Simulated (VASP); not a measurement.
Input of a VASP 6.6.1 run:

File INCAR:

```
ALGO     = Normal         # electronic algorithm
EDIFF    = 1E-6           # SCF threshold, eV
ENCUT    = 520            # plane-wave cutoff, eV
GGA      = PS             # functional
ISIF     = 2              # what is computed and relaxed
ISMEAR   = 0              # smearing method
LASPH    = True           # aspherical terms in the spheres
LCHARG   = False          # write CHGCAR
LREAL    = False          # projectors in reciprocal space
LWAVE    = False          # write WAVECAR
NBANDS   = 18             # bands
NELM     = 100            # most SCF steps
PREC     = Accurate       # precision mode
SIGMA    = 0.05           # smearing width, eV
```

The input KPOINTS:

```
k-points
0
Gamma
  8 1 6
```

POSCAR

```
P
1.0
    3.1195413340      0.0000000000      0.0000000000
    0.0000000000     33.1141794405      0.0000000000
    0.0000000000      0.0000000000      4.6320847100
P
4
Direct
    0.0000000000      0.9702614300      0.5921507200
    0.0000000000      0.0297385700      0.4078492800
    0.5000000000      0.0297385700      0.0921507200
    0.5000000000      0.9702614300      0.9078492800
```

Potentials or basis: VASP PAW PBE potentials, release 64 (P).

The run is started by

```sh
$ cat potpaw_PBE.64/P/POTCAR > POTCAR
$ mpirun -np 1 vasp_std > vasp.out
```

(1) What does it give for the band gap on the k mesh?

(2) What does it give for the largest force?

## Answers

(1) 1.01 eV (least direct gap 1.12 eV).

(2) 1.154 eV/Å.

Caveat: the cell differs from its parent crystal (strain -0.050 along x and y, +0.000 along z); there is no dipole correction, which matters where the two faces differ; the PAW data sets were made with another functional, which shifts forces and pressure a little.
